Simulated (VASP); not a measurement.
# CaO in VASP: notebook

The runs below take CaO through single point, with PBE0, PBEsol, r2SCAN0, RPBE+D3(BJ).

Program: VASP 6.6.1. These are calculated values, not measurements. Logs are shortened: lines on timing, memory, paths and dates and some standing lists are left out, and cuts for length are marked.

### 1 The cell of the first run

Symmetry: Fm-3m, No. 225, cubic system. Conventional cell: a = 4.807 Å, b = 4.807 Å, c = 4.807 Å, α = 90.00°, β = 90.00°, γ = 90.00°. Within 3.2 Å of Ca (site symmetry m-3m) lie 6 O at 2.40 Å. O (site symmetry m-3m) has 6 Ca at 2.40 Å within 3.2 Å.

### 2 Single point, PBE0

File POSCAR:

```
CaO
1.0
    0.0000000000      2.4035556960      2.4035556960
    2.4035556960      0.0000000000      2.4035556960
    2.4035556960      2.4035556960      0.0000000000
Ca O
1 1
Direct
    0.0000000000      0.0000000000      0.0000000000
    0.5000000000      0.5000000000      0.5000000000
```

File INCAR.step1:

```
PREC = Accurate
ENCUT = 520
EDIFF = 1E-5
ISMEAR = -1
SIGMA = 0.05
LREAL = F
LASPH = T
NELM = 60
ALGO = Normal
ISIF = 2
LWAVE = T
LCHARG = F
NBANDS = 15
GGA = PE
```

File INCAR.step2:

```
PREC = Accurate
ENCUT = 520
EDIFF = 1E-6
ISMEAR = -1
SIGMA = 0.05
LREAL = F
LASPH = T
NELM = 60
ALGO = Normal
ISIF = 2
LWAVE = F
LCHARG = F
GGA = PE
LHFCALC = T
AEXX = 0.25
PRECFOCK = Normal
NBANDS = 15
ISTART = 1
```

File KPOINTS:

```
Automatic mesh
0
Gamma
  6 6 6
```

Potentials or basis: VASP PAW PBE potentials, release 64 (Ca_sv, O).

The run is started by

```bash
$ cat potpaw_PBE.64/Ca_sv/POTCAR potpaw_PBE.64/O/POTCAR > POTCAR
$ cp INCAR.step1 INCAR
$ mpirun -np 1 vasp_std > vasp.out
$ cp INCAR.step2 INCAR
$ mpirun -np 1 vasp_std > vasp.out
```

OUTCAR:

```text
PREC = Accurate
   ENCUT = 520
   EDIFF = 1E-6
   ISMEAR = -1
   LREAL = F
   LASPH = T
   NELM = 60
   ISIF = 2
   GGA = PE
   LHFCALC = T
   AEXX = 0.25
   PRECFOCK = Normal
   ISTART = 1

 ion  position               nearest neighbor table
   1  0.000  0.000  0.000-   2 2.40   2 2.40   2 2.40   2 2.40   2 2.40   2 2.40
   2  0.500  0.500  0.500-   1 2.40   1 2.40   1 2.40   1 2.40   1 2.40   1 2.40

  LATTYP: Found a face centered cubic cell.
 ALAT       =     4.8071113920

  Lattice vectors:

 A1 = (   0.0000000000,   2.4035556960,   2.4035556960)
 A2 = (   2.4035556960,   0.0000000000,   2.4035556960)
 A3 = (   2.4035556960,   2.4035556960,   0.0000000000)

Analysis of symmetry for initial positions (statically):
=====================================================================
 Subroutine PRICEL returns:
 Original cell was already a primitive cell.

 Routine SETGRP: Setting up the symmetry group for a
 face centered cubic supercell.

 Subroutine GETGRP returns: Found 48 space group operations
 (whereof 48 operations were pure point group operations)
 out of a pool of 48 trial point group operations.

The static configuration has the point symmetry O_h .

Analysis of symmetry for dynamics (positions and initial velocities):
=====================================================================
 Subroutine PRICEL returns:
 Original cell was already a primitive cell.

 Routine SETGRP: Setting up the symmetry group for a
 face centered cubic supercell.

 Subroutine GETGRP returns: Found 48 space group operations
 (whereof 48 operations were pure point group operations)
 out of a pool of 48 trial point group operations.

The dynamic configuration has the point symmetry O_h .

 Subroutine INISYM returns: Found 48 space group operations
 (whereof 48 operations are pure point group operations),
 and found     1 'primitive' translations

----------------------------------------------------------------------------------------

                                     Primitive cell

  volume of cell :      27.7711

  direct lattice vectors                    reciprocal lattice vectors
     0.000000000  2.403555696  2.403555696    -0.208025136  0.208025136  0.208025136
     2.403555696  0.000000000  2.403555696     0.208025136 -0.208025136  0.208025136
     2.403555696  2.403555696  0.000000000     0.208025136  0.208025136 -0.208025136

  length of vectors
     3.399141063  3.399141063  3.399141063     0.360310104  0.360310104  0.360310104

  position of ions in fractional coordinates (direct lattice)
     0.000000000  0.000000000  0.000000000
     0.500000000  0.500000000  0.500000000

  ion indices of the primitive-cell ions
   primitive index   ion index
                 1           1
                 2           2

----------------------------------------------------------------------------------------

 KPOINTS: Automatic mesh

Automatic generation of k-mesh.
 Grid dimensions read from file:
 generate k-points for:    6    6    6

 Generating k-lattice:

  Cartesian coordinates                     Fractional coordinates (reciprocal lattice)
    -0.034670856  0.034670856  0.034670856     0.166666667  0.000000000  0.000000000
     0.034670856 -0.034670856  0.034670856     0.000000000  0.166666667  0.000000000
     0.034670856  0.034670856 -0.034670856     0.000000000  0.000000000  0.166666667

  Length of vectors
     0.060051684  0.060051684  0.060051684

  Shift w.r.t. Gamma in fractional coordinates (k-lattice)
     0.000000000  0.000000000  0.000000000

 Subroutine IBZKPT returns following result:
 ===========================================

 Found     16 irreducible k-points:

 Following reciprocal coordinates:
            Coordinates               Weight
  0.000000  0.000000  0.000000      1.000000
  0.166667  0.000000  0.000000      8.000000
  0.333333  0.000000  0.000000      8.000000
  0.500000  0.000000  0.000000      4.000000
  0.166667  0.166667  0.000000      6.000000
  0.333333  0.166667  0.000000     24.000000
[... 8 lines left out ...]
 -0.333333  0.333333  0.166667     24.000000
 -0.333333  0.500000  0.166667     12.000000
   k-points           NKPTS =     16   k-points in BZ     NKDIM =    216   number of bands    NBANDS=     15
   number of dos      NEDOS =    301   number of ions     NIONS =      2
   total plane-waves  NPLWV =  21952
   dimension x,y,z NGX =    28 NGY =   28 NGZ =   28
   dimension x,y,z NGXF=    56 NGYF=   56 NGZF=   56
   ions per type =               1   1
   NGX,Y,Z   is equivalent  to a cutoff of  13.69, 13.69, 13.69 a.u.
   NGXF,Y,Z  is equivalent  to a cutoff of  27.39, 27.39, 27.39 a.u.
 SYSTEM =  unknown system
   PREC   = accura    normal or accurate (medium, high low for compatibility)
   ISTART =      1    job   : 0-new  1-cont  2-samecut
   ICHARG =      0    charge: 1-file 2-atom 10-const
   ISPIN  =      1    spin polarized calculation?
   LNONCOLLINEAR =      F non collinear calculations
   LSORBIT =      F    spin-orbit coupling
   LASPH  =      T    aspherical Exc in radial PAW
   ENCUT  =  520.0 eV  38.22 Ry    6.18 a.u.   6.32  6.32  6.32*2*pi/ulx,y,z
   NELM   =     60;   NELMIN=  2; NELMDL=  0     # of ELM steps
   EDIFF  = 0.1E-05   stopping-criterion for ELM
   LREAL  =      F    real-space projection
   EDIFFG = 0.1E-04   stopping-criterion for IOM
   NSW    =      0    number of steps for IOM
   IBRION =     -1    ionic relax: 0-MD 1-quasi-New 2-CG
   NFREE  =      0    steps in history (QN), initial steepest desc. (CG)
   ISIF   =      2    stress and relaxation
   ISYM   =      3    0-nonsym 1-usesym 2-fastsym
   POTIM  = 0.5000    time-step for ionic-motion
   TEBEG  =    0.0;   TEEND  =   0.0 temperature during run
   PSTRESS=    0.0 pullay stress
   NELECT =      16.0000    total number of electrons
   NUPDOWN=      -1.0000    fix difference up-down
   EMIN   =  10.00;   EMAX   =-10.00  energy-range for DOS
   EFERMI =   0.00;   METHOD = LEGACY
   ISMEAR =    -1;   SIGMA  =   0.05  broadening in eV -4-tet -1-fermi 0-gaus
   EFERMI_NEDOS =   21; number of points for ismear=-14 and -15
   IALGO  =     38    algorithm
   IMIX   =      1    mixing-type and parameters
     AMIX     =   0.40;   BMIX     =  1.00
     AMIX_MAG =   1.60;   BMIX_MAG =  1.00
  volume/ion in A,a.u.               =      13.89        93.70
  Fermi-wavevector in a.u.,A,eV,Ry     =   1.362231  2.574243 25.247954  1.855672
  Thomas-Fermi vector in A             =   2.488738
   LORBIT       =      0    0 simple, 1 ext, 2 COOP (PROOUT), +10 PAW based schemes
   GGA     = PE    functional components
   LHFCALC =     T    Hartree Fock is set to
   PRECFOCK=normal    Normal, Fast or Accurate (Low or Medium for compatibility)
   ENCUT4O =  -1.0   cutoff for four orbital integrals eV
   NKREDX  =     1    reduce k-point grid by
   NKREDY  =     1    reduce k-point grid by
   NKREDZ  =     1    reduce k-point grid by
   AEXX    =    0.2500 exact exchange contribution
   HFSCREEN=    0.0000 screening length (either q_TF or 0.3 A-1)
   HFSCREENC=   0.0000 screening length for correlation (either q_TF or 0.3 A-1)
   ENCUTFOCK=  -1.0 apply spherical cutoff to Coloumb kernel
   IVDW    =     0    specifies the selected vdW correction
   LEPSILON=     F    determine dielectric tensor
   LRPA    =     F    only Hartree local field effects (RPA)
 non-spin polarized calculation
  energy-cutoff  :      520.00
  volume of cell :       27.77
 maximum number of plane-waves:       757
 NGX is ok and might be reduce to    28
  NGX = 20; NGY = 20; NGZ = 20

 number of electron      15.9999997 magnetization

 Free energy of the ion-electron system (eV)
  ---------------------------------------------------
  ext. energy  EPLUGINS =         0.00000000
  ---------------------------------------------------
  free energy    TOTEN  =       -15.46092502 eV

  energy without entropy =      -15.46092502  energy(sigma->0) =      -15.46092502

 E-fermi :   1.8836     XC(G=0):  -8.2290

 val. band max:        0.8901172877   @ k =   0.0000   0.0000   0.0000
 cond. band min:       6.9381168585   @ k =   0.5000   0.5000   0.0000
 fundamental gap:      6.0479995709
 Fermi energy:         1.8835898787

 k-point     1 :       0.0000    0.0000    0.0000
  band No.  band energies     occupation
      1     -39.3363      2.00000
      2     -18.6158      2.00000
      3     -18.6158      2.00000
      4     -18.6158      2.00000
      5     -16.1730      2.00000
      6       0.8901      2.00000
      7       0.8901      2.00000
      8       0.8901      2.00000
      9       7.8391      0.00000
     10       9.8533      0.00000
     11       9.8533      0.00000
     12       9.8533      0.00000
     13      11.4850      0.00000
     14      11.4850      0.00000
     15      18.2990      0.00000

 k-point     2 :       0.1667    0.0000    0.0000
  band No.  band energies     occupation
      1     -39.3099      2.00000
      2     -19.0385      2.00000
      3     -18.6288      2.00000
      4     -18.6288      2.00000
      5     -15.7234      2.00000
      6      -0.0110      2.00000
      7       0.5258      2.00000
      8       0.5258      2.00000
      9       9.0081      0.00000
     10       9.7687      0.00000
     11      10.3623      0.00000
     12      10.3623      0.00000
     13      12.1671      0.00000
     14      12.1671      0.00000
     15      19.4009      0.00000
[... 221 lines left out ...]
      3     -18.9628      2.00000
      4     -18.8234      2.00000
      5     -15.2558      2.00000
      6      -0.9810      2.00000
      7      -0.3019      2.00000
      8      -0.2030      2.00000
      9      10.0718      0.00000
     10      10.1075      0.00000
     11      12.5241      0.00000
     12      13.1026      0.00000
     13      14.1467      0.00000
     14      16.7001      0.00000
     15      17.4647      0.00000

 k-point    16 :      -0.3333    0.5000    0.1667
  band No.  band energies     occupation
      1     -39.1975      2.00000
      2     -19.1567      2.00000
      3     -19.0654      2.00000
      4     -18.9578      2.00000
      5     -15.5426      2.00000
      6      -0.4598      2.00000
      7      -0.2789      2.00000
      8       0.0086      2.00000
      9       8.4266      0.00000
     10      11.3634      0.00000
     11      12.1710      0.00000
     12      13.6202      0.00000
     13      13.7033      0.00000
     14      16.7306      0.00000
     15      17.2321      0.00000

------------------------ aborting loop because EDIFF is reached ----------------------------------------

  FORCE on cell =-STRESS in cart. coord.  units (eV):
  Direction    XX          YY          ZZ          XY          YZ          ZX
  --------------------------------------------------------------------------------------
  -------------------------------------------------------------------------------------
  Total       -0.0094746     -0.0094746     -0.0094746     -0.0000000      0.0000000     -0.0000000
  in kB       -0.5466125     -0.5466125     -0.5466125     -0.0000000      0.0000000     -0.0000000
  external PRESSURE =      -0.5466125 kB  Pullay stress =       0.0000000 kB

 VOLUME and BASIS-vectors are now :
 -----------------------------------------------------------------------------
  energy-cutoff  :      520.00
  volume of cell :       27.77
      direct lattice vectors                 reciprocal lattice vectors
     0.000000000  2.403555696  2.403555696    -0.208025136  0.208025136  0.208025136
     2.403555696  0.000000000  2.403555696     0.208025136 -0.208025136  0.208025136
     2.403555696  2.403555696  0.000000000     0.208025136  0.208025136 -0.208025136

 POSITION                                       TOTAL-FORCE (eV/Angst)
 -----------------------------------------------------------------------------------
      0.00000      0.00000      0.00000         0.000000      0.000000      0.000000
      2.40356      2.40356      2.40356        -0.000000     -0.000000     -0.000000
 -----------------------------------------------------------------------------------
    total drift:                                0.000000      0.000000      0.000000

  FREE ENERGIE OF THE ION-ELECTRON SYSTEM (eV)
  ---------------------------------------------------
  free  energy   TOTEN  =       -15.4609250165 eV

  energy  without entropy=      -15.4609250164  energy(sigma->0) =      -15.46092502
```

Wall time 41 min (1 thread of AMD EPYC 7R13, shared host); peak memory 0.15 GiB.

Results:

- Free energy: -15.4609 eV
- Pressure: -0.1 GPa
- Band gap on the k mesh: 6.05 eV (least direct gap 6.48 eV)

Caveat: the PAW data sets were made with another functional, which shifts forces and pressure a little.

### 3 Single point, PBEsol (atoms moved at random)

File INCAR:

```
PREC = Accurate
ENCUT = 520
EDIFF = 1E-6
ISMEAR = -1
SIGMA = 0.05
LREAL = False
LASPH = True
NELM = 60
ALGO = Normal
ISIF = 2
LWAVE = False
LCHARG = False
GGA = PS
NBANDS = 15
```

File KPOINTS:

```
Automatic mesh
0
Gamma
  10 10 10
```

File POSCAR:

```
CaO
1.0
    0.0000000000      2.4035556960      2.4035556960
    2.4035556960      0.0000000000      2.4035556960
    2.4035556960      2.4035556960      0.0000000000
Ca O
1 1
Direct
    0.0108680000     -0.0039360000     -0.0056900000
    0.5145410000      0.5065200000      0.4885730000
```

Potentials or basis: VASP PAW PBE potentials, release 64 (Ca_sv, O).

The run is started by

```bash
$ cat potpaw_PBE.64/Ca_sv/POTCAR potpaw_PBE.64/O/POTCAR > POTCAR
$ mpirun -np 1 vasp_std > vasp.out
```

It took 2.8 min on 1 thread of Intel Xeon 8259CL, shared host; peak memory 0.33 GiB.

It converged, with:

* Free energy: -13.4064 eV
* Pressure: -2.1 GPa
* Largest force: 0.105 eV/Å
* Band gap on the k mesh: 3.54 eV (least direct gap 3.92 eV)

Forces on the atoms (eV/Å):
```
Ca   0.033 -0.014  0.099
O   -0.033  0.014 -0.099
```

Stress tensor (GPa, compression positive):
```
-2.18  0.00 -0.01
 0.00 -2.20  0.00
-0.01  0.00 -2.02
```

Levels at points of the mesh, in eV from the valence-band top:
```csv
k point,band 6,band 7,band 8,band 9,band 10,band 11
"(0.00, 0.00, 0.00)",0.00,0.00,0.00,4.56,6.20,6.20
"(0.50, 0.00, 0.00)",-2.69,-1.21,-1.21,7.02,8.26,8.38
"(0.00, 0.50, 0.00)",-2.69,-1.22,-1.22,7.02,8.30,8.38
"(0.00, 0.00, 0.50)",-2.69,-1.21,-1.21,7.02,8.27,8.38
"(0.50, 0.50, 0.50)",-2.69,-1.22,-1.21,7.02,8.28,8.38
"(0.50, 0.50, 0.00)",-1.32,-0.38,-0.38,3.54,8.04,8.93
"(0.00, 0.50, 0.50)",-1.32,-0.38,-0.38,3.55,8.04,8.93
"(0.50, 0.00, 0.50)",-1.32,-0.38,-0.38,3.55,8.04,8.93
```

Caveat: the cell differs from its parent crystal (atoms moved at random); the PAW data sets were made with another functional, which shifts forces and pressure a little.

### 4 Single point, r2SCAN0

File POSCAR:

```
CaO
1.0
    0.0000000000      2.4035556960      2.4035556960
    2.4035556960      0.0000000000      2.4035556960
    2.4035556960      2.4035556960      0.0000000000
Ca O
1 1
Direct
    0.0000000000      0.0000000000      0.0000000000
    0.5000000000      0.5000000000      0.5000000000
```

File INCAR.step1:

```
SYSTEM = CaO
ALGO = Normal
EDIFF = 1E-5
ENCUT = 520
GGA = PE
ISIF = 2
ISMEAR = -1
LASPH = .True.
LCHARG = .False.
LREAL = .False.
LWAVE = .True.
NBANDS = 15
NELM = 100
PREC = Accurate
SIGMA = 0.05
```

File INCAR.step2:

```
SYSTEM = CaO
AEXX = 0.25
ALGO = Normal
EDIFF = 1E-7
ENCUT = 520
ISIF = 2
ISMEAR = -1
ISTART = 1
LASPH = .True.
LCHARG = .False.
LHFCALC = .True.
LMIXTAU = .True.
LREAL = .False.
LWAVE = .False.
METAGGA = R2SCAN
NBANDS = 15
NELM = 100
PREC = Accurate
PRECFOCK = Normal
SIGMA = 0.05
```

File KPOINTS:

```
k-points
0
Gamma
  6 6 6
  0 0 0
```

The run is started by

```bash
$ cat potpaw_PBE.64/Ca_sv/POTCAR potpaw_PBE.64/O/POTCAR > POTCAR
$ cp INCAR.step1 INCAR
$ mpirun -np 1 vasp_std > vasp.out
$ cp INCAR.step2 INCAR
$ mpirun -np 1 vasp_std > vasp.out
```

It took 37 min on 1 thread of Intel Xeon 8259CL, shared host; peak memory 0.18 GiB.

Results (log left out):

* Free energy: -20.4799 eV
* Pressure: -1.1 GPa
* Band gap on the k mesh: 6.42 eV (least direct gap 6.85 eV)

Levels at points of the mesh, in eV from the valence-band top:
```csv
k point,band 5,band 6,band 7,band 8,band 9,band 10,band 11,band 12
"(0.00, 0.00, 0.00)",-17.66,0.00,0.00,0.00,7.42,9.39,9.39,9.39
"(0.50, 0.00, 0.00)",-16.18,-2.82,-1.27,-1.27,10.26,11.27,11.86,11.86
"(0.50, 0.50, 0.00)",-17.40,-1.45,-0.43,-0.43,6.42,11.42,12.45,13.21
```

Caveat: the PAW data sets were made with another functional, which shifts forces and pressure a little.

### 5 Single point, RPBE+D3(BJ)

This run uses another cell than the first one, of 12.00 Å³/atom.

File INCAR:

```
SYSTEM = CaO
ALGO = Normal
EDIFF = 1E-6
ENCUT = 1340
GGA = RP
GGA_COMPAT = .FALSE.
ISIF = 2
ISMEAR = -1
IVDW = 12
LASPH = .TRUE.
LCHARG = .FALSE.
LREAL = .FALSE.
LWAVE = .FALSE.
NBANDS = 15
NELM = 120
PREC = Accurate
SIGMA = 0.05
```

File KPOINTS:

```
k-points
0
G
  10 10 10
  0 0 0
```

File POSCAR:

```
CaO
1.0
    0.0000000000      2.2896750442      2.2896750442
    2.2896750442      0.0000000000      2.2896750442
    2.2896750442      2.2896750442      0.0000000000
Ca O
1 1
Direct
    0.0000000000      0.0000000000      0.0000000000
    0.5000000000      0.5000000000      0.5000000000
```

Potentials or basis: VASP PAW PBE potentials, release 64 (Ca_sv, O_h).

The run is started by

```bash
$ cat potpaw_PBE.64/Ca_sv/POTCAR potpaw_PBE.64/O_h/POTCAR > POTCAR
$ mpirun -np 1 vasp_std > vasp.out
```

Run time: 34 s. Hardware: 1 thread of Intel Xeon 6975P-C (Granite Rapids), shared host; peak memory 0.3 GiB.

The run converged. Its results:

- Free energy: -15.2580 eV
- Pressure: 1.0 GPa
- Band gap on the k mesh: 3.65 eV (least direct gap 3.97 eV)
- Dispersion energy per atom: -1.785 eV

Levels at points of the mesh, in eV from the valence-band top:
| k point | band 5 | band 6 | band 7 | band 8 | band 9 | band 10 | band 11 | band 12 |
| --- | --- | --- | --- | --- | --- | --- | --- | --- |
| (0.00, 0.00, 0.00) | -15.91 | 0.00 | 0.00 | 0.00 | 6.15 | 6.62 | 6.62 | 6.62 |
| (0.50, 0.00, 0.00) | -14.01 | -2.96 | -1.52 | -1.52 | 7.81 | 9.18 | 9.18 | 9.84 |
| (0.50, 0.50, 0.00) | -15.71 | -1.17 | -0.32 | -0.32 | 3.65 | 9.20 | 9.72 | 10.53 |

Caveat: the dispersion term is far too large for a dense solid, which distorts pressure and volume; the PAW data sets were made with another functional, which shifts forces and pressure a little. A k mesh can miss the band edges.

### 6 Overview

```tsv
level	potentials or basis	cell	k mesh	cutoff (eV)	grid for exact exchange (PRECFOCK)	share of exact exchange	gap on the mesh (eV)	pressure (GPa)
PBE0	VASP PAW PBE potentials, release 64 (Ca_sv, O)	a = 3.399 Å, angles 60.0°, 2 atoms, atomic positions A	6 × 6 × 6	520	Normal	0.25	6.05	-0.1
PBEsol	VASP PAW PBE potentials, release 64 (Ca_sv, O)	a = 3.399 Å, angles 60.0°, 2 atoms, atomic positions B	10 × 10 × 10	520	-	-	3.54	-2.1
r2SCAN0	VASP PAW PBE potentials, release 64 (Ca_sv, O)	a = 3.399 Å, angles 60.0°, 2 atoms, atomic positions A	6 × 6 × 6	520	Normal	0.25	6.42	-1.1
RPBE+D3(BJ)	VASP PAW PBE potentials, release 64 (Ca_sv, O_h)	a = 3.238 Å, angles 60.0°, 2 atoms, atomic positions A	10 × 10 × 10	1340	-	-	3.65	1.0
```

Alike in all rows: task single point; no spin polarisation; smearing fermi-dirac 0.05 eV.

Caveats: the PAW data sets were made with another functional, which shifts forces and pressure a little; the dispersion term is far too large for a dense solid, which distorts pressure and volume (at least some runs).

Absolute energies hang on the potentials; compare differences alone.
